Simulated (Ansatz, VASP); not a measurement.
## Ag in VASP and in Ansatz

```
CELL_PARAMETERS angstrom
0.00000 2.07380 2.07380
2.07380 0.00000 2.07380
2.07380 2.07380 0.00000
ATOMIC_POSITIONS crystal
Ag 0.00000 0.00000 0.00000
```

Alike in both runs: functional PBE; k mesh 18 × 18 × 18; occupations gaussian, width 0.1 eV; no spin polarisation.

Ansatz relaxed the structure, and its values are those at the end. VASP's run is a single point on that final structure, the one shown.

|  | VASP | Ansatz |
| --- | --- | --- |
| version | VASP 6.6.1 | Ansatz 0.2.0 |
| potentials or method | VASP PAW PBE potentials, release 64 (Ag), cutoff 500 eV | scalar-relativistic, plane waves, PAW |
| valence electrons in the cell | 11 | 19 |

|  | VASP | Ansatz | Ansatz less VASP |
| --- | --- | --- | --- |
| gap on the k mesh at the Fermi level (eV) | none | none | - |
| pressure (GPa) | -0.1 | 0.0 | +0.08 |

A gap of «none» marks a metal or a gap that the smearing closes. The functional is the same, so the differences come from potentials, cutoffs and numerics. VASP's potentials hold 11 valence electrons a cell and Ansatz's 19, so a difference there can come from the potentials and not from the codes.
